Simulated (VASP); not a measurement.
A run of VASP 6.6.1 is set up as follows.

The input INCAR:

```
SYSTEM = ZnS
  PREC = Accurate
  ENCUT = 520
  EDIFF = 1E-7
  ISMEAR = -1
  SIGMA = 0.02
  LREAL = .False.
  LASPH = .True.
  NELM = 80
  ALGO = Normal
  ISIF = 2
  LWAVE = .False.
  LCHARG = .False.
  GGA = PE
  NBANDS = 26
```

File KPOINTS:

```
regular mesh
0
Gamma
  12 12 4
  0 0 0
```

The input POSCAR:

```
ZnS
1.0
    3.9925454129      0.0000000000      0.0000000000
   -1.9962727064      3.4576457533      0.0000000000
    0.0000000000      0.0000000000      5.9488503758
Zn S
2 2
Direct
    0.3333333333      0.6666666667      0.2500000000
    0.6666666667      0.3333333333      0.7500000000
    0.6666666667      0.3333333333      0.2500000000
    0.3333333333      0.6666666667      0.7500000000
```

Potentials or basis: VASP PAW PBE potentials, release 64 (Zn, S).

The run is started by

```sh
$ cat potpaw_PBE.64/Zn/POTCAR potpaw_PBE.64/S/POTCAR > POTCAR
$ mpirun -np 1 vasp_std > vasp.out
```

Q: What does it give for the pressure?

A: -0.3 GPa.

Q: Estimate the band gap on the k mesh.

A: 1.33 eV, direct.

Stress tensor (GPa, compression positive):
```
-0.44  0.00  0.00
 0.00 -0.44  0.00
 0.00  0.00  0.07
```

Caveat: the cell differs from its parent crystal (strain +1.2%). A k mesh can miss the band edges.
